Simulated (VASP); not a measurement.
Crystal: Mg.

```
Mg
1.0
    -1.47650    1.47650    1.47650
     1.47650   -1.47650    1.47650
     1.47650    1.47650   -1.47650
Mg
1
Direct
  0.00000 0.00000 0.00000
```

```yaml
Program: VASP 6.6.1
Task: relaxation of cell and atoms
Functional: LDA
Potentials_or_basis: VASP PAW LDA potentials, release 64 (Mg)
Cutoff: 600 eV
k_mesh: 11 × 11 × 11
Occupations: gaussian, width 0.15 eV
Spin: no spin polarisation
```

At the start: pressure 55.9 GPa; volume 12.88 Å³/atom.

Question: How do energy, volume and symmetry change on relaxing?

Answer: Over 20 steps the energy falls by 972.5 meV/atom and the volume is 21.35 Å³/atom (+65.9 %); space group Im-3m (No. 229, to 0.05 Å).

The path:
```tsv
step	energy change (eV)	largest force (eV/Å)	pressure (GPa)	volume (Å³)
1	0.0000	0.0000	55.95	12.88
2	-0.9544	0.0000	-2.89	23.20
3	-0.9712	0.0000	0.94	20.87
4	-0.9725	0.0000	-0.09	21.38
5	-0.9724	0.0000	0.29	21.18
6	-0.9724	0.0000	0.29	21.18
7	-0.9724	0.0000	0.28	21.19
8	-0.9724	0.0000	0.28	21.19
9	-0.9724	0.0000	0.28	21.19
10	-0.9724	0.0000	0.28	21.19
11	-0.9724	0.0000	0.28	21.19
12	-0.9724	0.0000	0.28	21.19
13	-0.9724	0.0000	0.28	21.19
14	-0.9724	0.0000	0.28	21.19
15	-0.9724	0.0000	0.27	21.19
16	-0.9724	0.0000	0.26	21.20
17	-0.9724	0.0000	0.24	21.21
18	-0.9724	0.0000	0.20	21.23
19	-0.9725	0.0000	0.12	21.27
20	-0.9725	0.0000	-0.04	21.35
```

Final structure:
```yaml
crystal:
  lattice:
    - [-1.74775, 1.74775, 1.74775]
    - [1.74775, -1.74775, 1.74775]
    - [1.74775, 1.74775, -1.74775]
  atoms:
    - { symbol: Mg, position: [0.00000, 0.00000, 0.00000] }
```

Caveat: the volume moved by over 15 % at a fixed basis, so the end points are rough; the volume moved by +66 % from the deposited cell, more than functionals usually miss.
